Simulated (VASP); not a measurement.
Write the native input for VASP 6.6.1 that does the following.

```
Task                   : single point
Functional             : PBEsol
Potentials or basis    : VASP PAW PBE potentials, release 64 (Ta_pv, N)
Cutoff                 : 520 eV
k mesh                 : 12 × 12 × 12
Occupations            : gaussian, width 0.1 eV
Spin                   : no spin polarisation
Dipole correction      : no
Further INCAR settings : ALGO = Fast; EDIFF = 1e-06; NBANDS = 38
```

The structure of Ta4N3 lies in POSCAR:

```
Ta4N3
1.0
   -2.2031960000      2.2031960000      4.3106130000
    2.2031960000     -2.2031960000      4.3106130000
    2.2031960000      2.2031960000     -4.3106130000
Ta N
4 3
Direct
    0.0000000000      0.5000000000      0.5000000000
    0.2638200000      0.2638200000      0.0000000000
    0.5000000000      0.0000000000      0.5000000000
    0.7361800000      0.7361800000      0.0000000000
    0.7500000000      0.2500000000      0.5000000000
    0.0000000000      0.0000000000      0.0000000000
    0.2500000000      0.7500000000      0.5000000000
```

One way to write it, as run:

INCAR

```
PREC = Accurate ; ENCUT = 520
EDIFF = 1E-6 ; ISMEAR = 0
SIGMA = 0.1 ; LREAL = False
LASPH = True ; NELM = 100
ALGO = Fast ; ISIF = 2
LWAVE = False ; LCHARG = True
GGA = PS ; LELF = True
LVHAR = True ; NBANDS = 38
```

KPOINTS

```
regular mesh
0
Gamma
  12 12 12
```

Potentials or basis: VASP PAW PBE potentials, release 64 (Ta_pv, N).

Launch:

```bash
$ cat potpaw_PBE.64/Ta_pv/POTCAR potpaw_PBE.64/N/POTCAR > POTCAR
$ mpirun -np 1 vasp_std > vasp.out
```

Results of the run:

- Pressure: -9.2 GPa
- Largest force: 0.200 eV/Å
- Band gap on the k mesh: zero (an odd number of electrons rules out a gap without spin polarisation)

Caveat: the cell stands under tension; the PAW data sets were made with another functional, which shifts forces and pressure a little; spin-orbit coupling is left out, which moves the levels of the heavy elements; an odd number of electrons without spin polarisation forces a metal; a magnetic or distorted state may lie lower.

It took 19 min on 1 thread of Oxide Virtual Turin-like Processor, with other jobs on the host, peak memory 0.49 GiB.
